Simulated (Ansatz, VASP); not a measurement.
## One calculation of Hg2Se, two programs

```
CELL_PARAMETERS angstrom
-2.76325 2.76325 7.28726
2.76325 -2.76325 7.28726
2.76325 2.76325 -7.28726
ATOMIC_POSITIONS crystal
Hg 0.23927 0.23927 0.00000
Hg 0.98927 0.48927 0.50000
Hg 0.51073 0.01073 0.50000
Hg 0.76073 0.76073 0.00000
Se 0.00000 0.00000 0.00000
Se 0.75000 0.25000 0.50000
```

Alike in both runs: functional PBE; k mesh 10 × 10 × 10; occupations gaussian, width 0.1 eV; no spin polarisation.

Ansatz relaxed the structure, and its values are those at the end. VASP's run is a single point on that final structure, the one shown.

|  | VASP | Ansatz |
| --- | --- | --- |
| version | VASP 6.6.1 | Ansatz 0.2.0 |
| potentials or method | VASP PAW PBE potentials, release 64 (Hg, Se), cutoff 520 eV | scalar-relativistic, plane waves, PAW |
| valence electrons in the cell | 60 | 112 |

VASP gave:

```
gap on the k mesh at the Fermi level (eV) : none
pressure (GPa)                            : 0.1
```

Question: Which values does Ansatz return?

Answer: gap on the k mesh at the Fermi level (eV): none; pressure (GPa): 0.0.

A gap of «none» marks a metal or a gap that the smearing closes. VASP's potentials hold 60 valence electrons a cell and Ansatz's 112, so a difference there can come from the potentials and not from the codes.

Spin-orbit coupling is off throughout.
